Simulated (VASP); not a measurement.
Set up this calculation in VASP 6.6.1, as the native input.

| Item | Value |
| --- | --- |
| Task | single point |
| Functional | LDA |
| Potentials or basis | VASP PAW LDA potentials, release 64 (Mo_sv, S) |
| Cutoff | 520 eV |
| k mesh | 10 × 10 × 5 |
| Occupations | fermi-dirac, width 0.1 eV |
| Spin | no spin polarisation |
| Dipole correction | no |
| Further INCAR settings | ALGO = Normal; EDIFF = 1e-06; NBANDS = 20 |

The structure of MoS2 lies in POSCAR:

```
MoS2
1.0
    3.2003372051      0.0000000000      0.0000000000
   -1.6001686025      2.7715809063      0.0000000000
    0.0000000000      0.0000000000      6.2594215256
Mo S
1 2
Direct
    0.0000000000      0.0000000000      0.5000000000
    0.3333333333      0.6666666667      0.2553200000
    0.6666666667      0.3333333333      0.7446800000
```

These files were run (other wordings do the same):

INCAR

```
  ALGO = Normal
  EDIFF = 1E-6
  ENCUT = 520
  GGA = CA
  ISIF = 2
  ISMEAR = -1
  LASPH = T
  LCHARG = T
  LELF = T
  LREAL = F
  LVHAR = T
  LWAVE = F
  NBANDS = 20
  NELM = 80
  PREC = Accurate
  SIGMA = 0.1
```

KPOINTS

```
k-points
0
Gamma
  10 10 5
```

Potentials or basis: VASP PAW LDA potentials, release 64 (Mo_sv, S).

Command:

```sh
$ cat potpaw_LDA.64/Mo_sv/POTCAR potpaw_LDA.64/S/POTCAR > POTCAR
$ mpirun -np 1 vasp_std > vasp.out
```

It gave:

```json
{
  "Pressure": "-2.4 GPa",
  "Largest force": "0.271 eV/Å",
  "Band gap on the k mesh": "zero (band 13 reaches 7.50 eV, above the bottom of band 14 at 6.75 eV)"
}
```

Run time: 17 s on 1 thread of Intel(R) Xeon(R) 6975P-C (Granite Rapids) (shared host), peak memory 0.18 GiB.
